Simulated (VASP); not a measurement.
Wanted: the native input for a VASP 6.6.1 run.

```yaml
Task: single point
Functional: PBE
Potentials_or_basis: VASP PAW PBE potentials, release 64 (Ba_sv, Hf_pv, O)
Cutoff: 520 eV
k_mesh: 4 × 4 × 4
Occupations: gaussian, width 0.1 eV
Spin: no spin polarisation
Dipole_correction: no
Further_INCAR_settings: ALGO = Normal; EDIFF = 1e-06; NBANDS = 31
```

The structure of Ba3HfO lies in POSCAR:

```
Ba3HfO
1.0
    5.8396621268      0.0000000000      0.0000000000
    0.0000000000      5.8396621268      0.0000000000
    0.0000000000      0.0000000000      6.6301099640
Ba Hf O
3 1 1
Direct
    0.5000000000      0.0000000000      0.5000000000
    0.0000000000      0.5000000000      0.5000000000
    0.0000000000      0.0000000000      0.0000000000
    0.0000000000      0.0000000000      0.5000000000
    0.5000000000      0.5000000000      0.5000000000
```

The input as run:

INCAR

```
PREC = Accurate ; ENCUT = 520
EDIFF = 1E-6 ; ISMEAR = 0
SIGMA = 0.1 ; LREAL = F
LASPH = T ; NELM = 60
ALGO = Normal ; ISIF = 2
LWAVE = F ; LCHARG = F
GGA = PE ; NBANDS = 31
```

KPOINTS

```
Automatic mesh
0
Gamma
  4 4 4
```

Potentials or basis: VASP PAW PBE potentials, release 64 (Ba_sv, Hf_pv, O).

Launch:

```console
$ cat potpaw_PBE.64/Ba_sv/POTCAR potpaw_PBE.64/Hf_pv/POTCAR potpaw_PBE.64/O/POTCAR > POTCAR
$ mpirun -np 1 vasp_std > vasp.out
```

It gave:

The pressure is 0.8 GPa and the band gap on the k mesh is zero (band 23 reaches 1.87 eV, above the bottom of band 24 at 0.54 eV).

Caveat: spin-orbit coupling is left out, which moves the levels of the heavy elements.

It took 4.5 min on 1 thread of Intel(R) Xeon(R) Platinum 8488C (Sapphire Rapids), with other jobs on the host, peak memory 0.4 GiB.
